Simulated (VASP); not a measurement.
# CsH: single point with r2SCAN

Crystal: CsH.

```
Cs H
1.0
     0.00000    3.18927    3.18927
     3.18927    0.00000    3.18927
     3.18927    3.18927    0.00000
Cs H
1 1
Direct
  0.00000 0.00000 0.00000
  0.50000 0.50000 0.50000
```

- Program: VASP 6.6.1
- Task: single point
- Functional: r2SCAN
- Potentials or basis: VASP PAW PBE potentials, release 64 (Cs_sv, H)
- Cutoff: 520 eV
- k mesh: 6 × 6 × 6
- Occupations: fermi-dirac, width 0.02 eV
- Spin: no spin polarisation
- Dipole correction: no
- Further INCAR settings: ALGO = Normal; EDIFF = 1e-06; NBANDS = 12

| Item | Value |
| --- | --- |
| Pressure | 0.0 GPa |
| Band gap on the k mesh | 2.66 eV, direct |

Levels at points of the mesh, in eV from the valence-band top:
```csv
k point,band 3,band 4,band 5,band 6,band 7,band 8
"(0.00, 0.00, 0.00)",-8.16,-8.16,-1.65,5.69,5.69,5.69
"(0.50, 0.00, 0.00)",-8.25,-8.25,0.00,2.66,5.25,5.25
"(0.50, 0.50, 0.00)",-8.43,-8.43,-1.15,3.50,6.07,8.63
```

Wall time 58 s on 1 thread of AMD EPYC 7R13 Processor (Zen 3) (shared host), peak memory 0.18 GiB.

Caveat: the PAW data sets were made with another functional, which shifts forces and pressure a little; spin-orbit coupling is left out, which moves the levels of the heavy elements. r2SCAN opens gaps a little over a GGA but as a rule still falls short of measured ones.
